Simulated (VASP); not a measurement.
# SiC (Moissanite) (P6_3mc) in VASP: settings compared

SiC (Moissanite) is run at these levels: PBEsol+D3(BJ), revPBE; tasks: single point.

All numbers are computed with VASP 6.6.1; they aren't measurements. Logs are shortened: lines on timing, memory, paths and dates and some standing lists are left out, and cuts for length are marked.

### Step 1. The cell of the first run

It takes space group P6_3mc (No. 186, hexagonal). Conventional cell: a = 3.013 Å, b = 3.013 Å, c = 4.945 Å, α = 90.00°, β = 90.00°, γ = 120.00°. Within 2.4 Å of Si (site symmetry 3m) lie 4 C at 1.83 to 1.90 Å. C (site symmetry 3m) has 4 Si at 1.83 to 1.90 Å within 2.4 Å.

### Step 2. Single point, PBEsol+D3(BJ)

The input, INCAR:

```
SYSTEM = SiC
PREC = Accurate ; ENCUT = 520
EDIFF = 1E-6 ; ISMEAR = -1
SIGMA = 0.05 ; LREAL = .False.
LASPH = .True. ; NELM = 100
ALGO = Normal ; ISIF = 2
LWAVE = .False. ; LCHARG = .False.
GGA = PS ; IVDW = 12
NBANDS = 16
```

The input, KPOINTS:

```
Automatic mesh
0
Gamma
  10 10 5
  0 0 0
```

The input, POSCAR:

```
SiC
1.0
    3.0132068704      0.0000000000      0.0000000000
   -1.5066034352      2.6095136966      0.0000000000
    0.0000000000      0.0000000000      4.9449506768
Si C
2 2
Direct
    0.6666666667      0.3333333333      0.5000000000
    0.3333333333      0.6666666667      0.0000000000
    0.6666666667      0.3333333333      0.8850000000
    0.3333333333      0.6666666667      0.3850000000
```

Potentials or basis: VASP PAW PBE potentials, release 64 (Si, C).

The run is started by

```
> cat potpaw_PBE.64/Si/POTCAR potpaw_PBE.64/C/POTCAR > POTCAR
> mpirun -np 1 vasp_std > vasp.out
```

OUTCAR:

```text
SYSTEM = SiC
   PREC = Accurate
   ENCUT = 520
   EDIFF = 1E-6
   ISMEAR = -1
   LREAL = .False.
   LASPH = .True.
   NELM = 100
   ISIF = 2
   GGA = PS
   IVDW = 12
 IVDW          = 12

 ion  position               nearest neighbor table
   1  0.667  0.333  0.500-   4 1.83   4 1.83   4 1.83   3 1.90   2 3.02   2 3.02   2 3.02   2 3.02
                             2 3.02   2 3.02
   2  0.333  0.667  0.000-   3 1.83   3 1.83   3 1.83   4 1.90   1 3.02   1 3.02   1 3.02   1 3.02
                             1 3.02   1 3.02
   3  0.667  0.333  0.885-   2 1.83   2 1.83   2 1.83   1 1.90
   4  0.333  0.667  0.385-   1 1.83   1 1.83   1 1.83   2 1.90

  LATTYP: Found a hexagonal cell.
 ALAT       =     3.0132068704
 C/A-ratio  =     1.6410923277

  Lattice vectors:

 A1 = (   3.0132068704,   0.0000000000,   0.0000000000)
 A2 = (  -1.5066034352,   2.6095136966,   0.0000000000)
 A3 = (   0.0000000000,   0.0000000000,   4.9449506768)

Analysis of symmetry for initial positions (statically):
=====================================================================
 Subroutine PRICEL returns:
 Original cell was already a primitive cell.

 Routine SETGRP: Setting up the symmetry group for a
 hexagonal supercell.

 Subroutine GETGRP returns: Found 12 space group operations
 (whereof  6 operations were pure point group operations)
 out of a pool of 24 trial point group operations.

The static configuration has the point symmetry C_3v.
 The point group associated with its full space group is C_6v.

Analysis of symmetry for dynamics (positions and initial velocities):
=====================================================================
 Subroutine PRICEL returns:
 Original cell was already a primitive cell.

 Routine SETGRP: Setting up the symmetry group for a
 hexagonal supercell.

 Subroutine GETGRP returns: Found 12 space group operations
 (whereof  6 operations were pure point group operations)
 out of a pool of 24 trial point group operations.

The dynamic configuration has the point symmetry C_3v.
 The point group associated with its full space group is C_6v.

 Subroutine INISYM returns: Found 12 space group operations
 (whereof  6 operations are pure point group operations),
 and found     1 'primitive' translations

----------------------------------------------------------------------------------------

                                     Primitive cell

  volume of cell :      38.8822

  direct lattice vectors                    reciprocal lattice vectors
     3.013206870  0.000000000  0.000000000     0.331872335  0.191606582  0.000000000
    -1.506603435  2.609513697  0.000000000     0.000000000  0.383213164  0.000000000
     0.000000000  0.000000000  4.944950677     0.000000000  0.000000000  0.202226486

  length of vectors
     3.013206870  3.013206870  4.944950677     0.383213164  0.383213164  0.202226486

  position of ions in fractional coordinates (direct lattice)
     0.666666667  0.333333333  0.500000000
     0.333333333  0.666666667  0.000000000
     0.666666667  0.333333333  0.885000000
     0.333333333  0.666666667  0.385000000

  ion indices of the primitive-cell ions
   primitive index   ion index
                 1           1
                 2           2
                 3           3
                 4           4

----------------------------------------------------------------------------------------

 KPOINTS: Automatic mesh

Automatic generation of k-mesh.
 Grid dimensions read from file:
 generate k-points for:   10   10    5

 Generating k-lattice:

  Cartesian coordinates                     Fractional coordinates (reciprocal lattice)
     0.033187234  0.019160658  0.000000000     0.100000000  0.000000000  0.000000000
     0.000000000  0.038321316  0.000000000     0.000000000  0.100000000  0.000000000
     0.000000000  0.000000000  0.040445297     0.000000000  0.000000000  0.200000000

  Length of vectors
     0.038321316  0.038321316  0.040445297

  Shift w.r.t. Gamma in fractional coordinates (k-lattice)
     0.000000000  0.000000000  0.000000000

 Subroutine IBZKPT returns following result:
 ===========================================

 Found     42 irreducible k-points:

 Following reciprocal coordinates:
            Coordinates               Weight
  0.000000  0.000000  0.000000      1.000000
  0.100000  0.000000  0.000000      6.000000
  0.200000  0.000000  0.000000      6.000000
  0.300000  0.000000  0.000000      6.000000
  0.400000  0.000000  0.000000      6.000000
  0.500000  0.000000  0.000000      3.000000
[... 16 lines left out ...]
  0.300000  0.100000  0.200000     24.000000
  0.400000  0.100000  0.200000     24.000000
 [... further k-points ...]
   k-points           NKPTS =     42   k-points in BZ     NKDIM =     42   number of bands    NBANDS=     16
   number of dos      NEDOS =    301   number of ions     NIONS =      4
   total plane-waves  NPLWV =  23040
   dimension x,y,z NGX =    24 NGY =   24 NGZ =   40
   dimension x,y,z NGXF=    48 NGYF=   48 NGZF=   80
   ions per type =               2   2
   NGX,Y,Z   is equivalent  to a cutoff of  13.24, 13.24, 13.45 a.u.
   NGXF,Y,Z  is equivalent  to a cutoff of  26.48, 26.48, 26.90 a.u.
 SYSTEM =  SiC
   PREC   = accura    normal or accurate (medium, high low for compatibility)
   ISTART =      0    job   : 0-new  1-cont  2-samecut
   ICHARG =      2    charge: 1-file 2-atom 10-const
   ISPIN  =      1    spin polarized calculation?
   LNONCOLLINEAR =      F non collinear calculations
   LSORBIT =      F    spin-orbit coupling
   LASPH  =      T    aspherical Exc in radial PAW
   ENCUT  =  520.0 eV  38.22 Ry    6.18 a.u.   5.60  5.60  9.19*2*pi/ulx,y,z
   NELM   =    100;   NELMIN=  2; NELMDL= -5     # of ELM steps
   EDIFF  = 0.1E-05   stopping-criterion for ELM
   LREAL  =      F    real-space projection
   EDIFFG = 0.1E-04   stopping-criterion for IOM
   NSW    =      0    number of steps for IOM
   IBRION =     -1    ionic relax: 0-MD 1-quasi-New 2-CG
   NFREE  =      0    steps in history (QN), initial steepest desc. (CG)
   ISIF   =      2    stress and relaxation
   ISYM   =      2    0-nonsym 1-usesym 2-fastsym
   POTIM  = 0.5000    time-step for ionic-motion
   TEBEG  =    0.0;   TEEND  =   0.0 temperature during run
   PSTRESS=    0.0 pullay stress
   NELECT =      16.0000    total number of electrons
   NUPDOWN=      -1.0000    fix difference up-down
   EMIN   =  10.00;   EMAX   =-10.00  energy-range for DOS
   EFERMI =   0.00;   METHOD = LEGACY
   ISMEAR =    -1;   SIGMA  =   0.05  broadening in eV -4-tet -1-fermi 0-gaus
   EFERMI_NEDOS =   21; number of points for ismear=-14 and -15
   IALGO  =     38    algorithm
   IMIX   =      4    mixing-type and parameters
     AMIX     =   0.40;   BMIX     =  1.00
     AMIX_MAG =   1.60;   BMIX_MAG =  1.00
  volume/ion in A,a.u.               =       9.72        65.60
  Fermi-wavevector in a.u.,A,eV,Ry     =   1.217675  2.301072 20.173793  1.482732
  Thomas-Fermi vector in A             =   2.352987
   LORBIT       =      0    0 simple, 1 ext, 2 COOP (PROOUT), +10 PAW based schemes
   GGA     = PS    functional components
   LHFCALC =     F    Hartree Fock is set to
   AEXX    =    0.0000 exact exchange contribution
   IVDW    =    12    specifies the selected vdW correction
   LEPSILON=     F    determine dielectric tensor
   LRPA    =     F    only Hartree local field effects (RPA)
 non-spin polarized calculation
  energy-cutoff  :      520.00
  volume of cell :       38.88
 maximum number of plane-waves:      1087
 NGX is ok and might be reduce to    24
   NGX = 11   NGY = 11   NGZ = 19

 number of electron      15.9999999 magnetization

 Free energy of the ion-electron system (eV)
  ---------------------------------------------------
  ext. energy  EPLUGINS =         0.00000000
  ---------------------------------------------------
  free energy    TOTEN  =       -31.66067120 eV

  energy without entropy =      -31.66067120  energy(sigma->0) =      -31.66067120

 E-fermi :   9.9789     XC(G=0): -11.7658

 val. band max:        9.0702460665   @ k =   0.0000   0.0000   0.0000
 cond. band min:      11.2852023763   @ k =   0.3000   0.3000   0.0000
 fundamental gap:      2.2149563097
 Fermi energy:         9.9789324390

 k-point     1 :       0.0000    0.0000    0.0000
  band No.  band energies     occupation
      1      -7.1722      2.00000
      2      -3.3895      2.00000
      3      -0.0633      2.00000
      4       7.4862      2.00000
      5       7.4862      2.00000
      6       8.8032      2.00000
[... 8 lines left out ...]
     15      18.1538      0.00000
     16      20.8112      0.00000

 k-point     2 :       0.1000    0.0000    0.0000
  band No.  band energies     occupation
      1      -6.9893      2.00000
      2      -3.2327      2.00000
      3       0.1105      2.00000
      4       6.5220      2.00000
      5       7.1757      2.00000
      6       8.1761      2.00000
[... 8 lines left out ...]
     15      18.5938      0.00000
     16      19.2774      0.00000

 k-point     3 :       0.2000    0.0000    0.0000
  band No.  band energies     occupation
      1      -6.4468      2.00000
      2      -2.7814      2.00000
      3       0.6155      2.00000
      4       4.5526      2.00000
      5       6.5390      2.00000
      6       6.6991      2.00000
[... 8 lines left out ...]
     15      18.8755      0.00000
     16      19.3124      0.00000

 k-point     4 :       0.3000    0.0000    0.0000
  band No.  band energies     occupation
      1      -5.5699      2.00000
      2      -2.1303      2.00000
      3       1.3134      2.00000
      4       2.6289      2.00000
      5       4.9567      2.00000
      6       5.9338      2.00000
[... 8 lines left out ...]
     15      19.7178      0.00000
     16      20.7993      0.00000
[... 324 lines left out ...]
 k-point    22 :       0.2000    0.1000    0.2000
  band No.  band energies     occupation
      1      -5.7159      2.00000
      2      -3.0616      2.00000
      3       1.9209      2.00000
      4       3.8552      2.00000
      5       5.0202      2.00000
      6       5.9559      2.00000
[... 8 lines left out ...]
     15      19.5094      0.00000
     16      20.2784      0.00000

 k-point    23 :       0.3000    0.1000    0.2000
  band No.  band energies     occupation
      1      -4.7078      2.00000
      2      -2.2867      2.00000
      3       1.3137      2.00000
      4       3.3169      2.00000
      5       3.6487      2.00000
      6       5.1588      2.00000
[... 8 lines left out ...]
     15      20.3992      0.00000
     16      21.2116      0.00000

 k-point    24 :       0.4000    0.1000    0.2000
  band No.  band energies     occupation
      1      -3.5900      2.00000
      2      -1.9709      2.00000
      3       0.4921      2.00000
      4       2.0558      2.00000
      5       4.1170      2.00000
      6       4.9547      2.00000
[... 8 lines left out ...]
     15      20.9286      0.00000
     16      22.3179      0.00000

 [... further k-points ...]

------------------------ aborting loop because EDIFF is reached ----------------------------------------

 Edisp (eV)   -1.03112

 E8    (eV) :    -0.6130

  FORCE on cell =-STRESS in cart. coord.  units (eV):
  Direction    XX          YY          ZZ          XY          YZ          ZX
  --------------------------------------------------------------------------------------
  -------------------------------------------------------------------------------------
  Total       3.52035     3.52035     1.62447     0.00000     0.00000     0.00000
  in kB     145.05925   145.05925    66.93772     0.00000     0.00000     0.00000
  external pressure =      119.02 kB  Pullay stress =        0.00 kB

 VOLUME and BASIS-vectors are now :
 -----------------------------------------------------------------------------
  energy-cutoff  :      520.00
  volume of cell :       38.88
      direct lattice vectors                 reciprocal lattice vectors
     3.013206870  0.000000000  0.000000000     0.331872335  0.191606582  0.000000000
    -1.506603435  2.609513697  0.000000000     0.000000000  0.383213164  0.000000000
     0.000000000  0.000000000  4.944950677     0.000000000  0.000000000  0.202226486

 POSITION                                       TOTAL-FORCE (eV/Angst)
 -----------------------------------------------------------------------------------
      1.50660      0.86984      2.47248         0.000000      0.000000      0.854147
     -0.00000      1.73968      0.00000        -0.000000     -0.000000      0.854147
      1.50660      0.86984      4.37628         0.000000      0.000000     -0.854147
     -0.00000      1.73968      1.90381        -0.000000      0.000000     -0.854147
 -----------------------------------------------------------------------------------
    total drift:                               -0.000000      0.000000     -0.000148

  FREE ENERGIE OF THE ION-ELECTRON SYSTEM (eV)
  ---------------------------------------------------
  free  energy   TOTEN  =       -32.6917905904 eV

  energy  without entropy=      -32.6917905903  energy(sigma->0) =      -32.69179059
```

Wall time 27 s (1 thread of Intel Xeon Platinum 8259CL at 2.50GHz (Skylake/Cascade Lake), shared host); peak memory 0.17 GiB.

What came out:

```yaml
Free_energy: -32.6918 eV
Pressure: 11.9 GPa
Largest_force: 0.854 eV/Å
Band_gap_on_the_k_mesh: 2.21 eV, indirect (least direct gap 4.08 eV)
Dispersion_energy_per_atom: -0.258 eV
```

Forces on the atoms (eV/Å):
```
Si   0.000  0.000  0.854
Si   0.000  0.000  0.854
C    0.000  0.000 -0.854
C    0.000  0.000 -0.854
```

Caveat: the PAW data sets were made with another functional, which shifts forces and pressure a little.

### Step 3. Single point, revPBE

The input, INCAR:

```
ALGO = Normal ; EDIFF = 1E-6
ENCUT = 520 ; GGA = RE
ISIF = 2 ; ISMEAR = -1
LASPH = T ; LCHARG = F
LREAL = F ; LWAVE = F
NBANDS = 16 ; NELM = 100
PREC = Accurate ; SIGMA = 0.05
```

The input, KPOINTS:

```
k-points
0
Gamma
  10 10 5
```

POSCAR is that of step 2.

Potentials or basis: VASP PAW PBE potentials, release 64 (Si, C).

The run is started by

```
> cat potpaw_PBE.64/Si/POTCAR potpaw_PBE.64/C/POTCAR > POTCAR
> mpirun -np 1 vasp_std > vasp.out
```

Wall time 28 s (1 thread of Intel Xeon Platinum 8259CL at 2.50GHz (Skylake/Cascade Lake), shared host); peak memory 0.16 GiB.

The run converged. Its results:

* Free energy: -28.6286 eV
* Pressure: 21.7 GPa
* Largest force: 0.859 eV/Å
* Band gap on the k mesh: 2.40 eV, indirect (least direct gap 4.22 eV)

Forces in eV/Å, atoms in the order of the input:
```
Si   0.000  0.000  0.859
Si   0.000  0.000  0.859
C    0.000  0.000 -0.859
C    0.000  0.000 -0.859
```

Stress tensor (GPa, compression positive):
```
24.42  0.00  0.00
 0.00 24.42  0.00
 0.00  0.00 16.40
```

Levels at points of the mesh, in eV from the valence-band top:
| k point | band 5 | band 6 | band 7 | band 8 | band 9 | band 10 | band 11 | band 12 |
| --- | --- | --- | --- | --- | --- | --- | --- | --- |
| (0.00, 0.00, 0.00) | -1.58 | -0.27 | -0.27 | 0.00 | 5.20 | 6.69 | 6.91 | 6.91 |
| (0.50, 0.00, 0.00) | -5.65 | -3.66 | -3.43 | -1.49 | 2.73 | 4.28 | 7.26 | 7.45 |

Caveat: the PAW data sets were made with another functional, which shifts forces and pressure a little. A k mesh can miss the band edges.

(Part 1 of 2 ends here.)
